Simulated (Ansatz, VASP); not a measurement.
**AlGa2N2 in VASP and in Ansatz**

```
Al Ga N
1.0
     3.32452    0.00000    0.00000
     0.00000    3.32452    0.00000
     0.00000    0.00000    7.52661
Al Ga N
1 2 2
Direct
  0.50000 0.50000 0.00000
  0.50000 0.50000 0.67178
  0.50000 0.50000 0.32822
  0.00000 0.50000 0.50000
  0.50000 0.00000 0.50000
```

Alike in both runs: functional PBE; k mesh 12 × 12 × 6; occupations gaussian, width 0.1 eV; no spin polarisation.

Ansatz relaxed the structure, and its values are those at the end. VASP's run is a single point on that final structure, the one shown.

```csv
,VASP,Ansatz
version,VASP 6.6.1,Ansatz 0.2.0
potentials or method,"VASP PAW PBE potentials, release 64 (Al, Ga_d, N), cutoff 520 eV","scalar-relativistic, plane waves, PAW"
valence electrons in the cell,39,39
```

```csv
,VASP,Ansatz,Ansatz less VASP
gap on the k mesh at the Fermi level (eV),none,none,-
pressure (GPa),0.2,0.0,-0.22
rms of the force components (eV/Å),0.021,0.003,-0.0181
```

A gap of «none» marks a metal or a gap that the smearing closes. With one functional, cell and mesh, what is left measures potentials, basis and numerics.
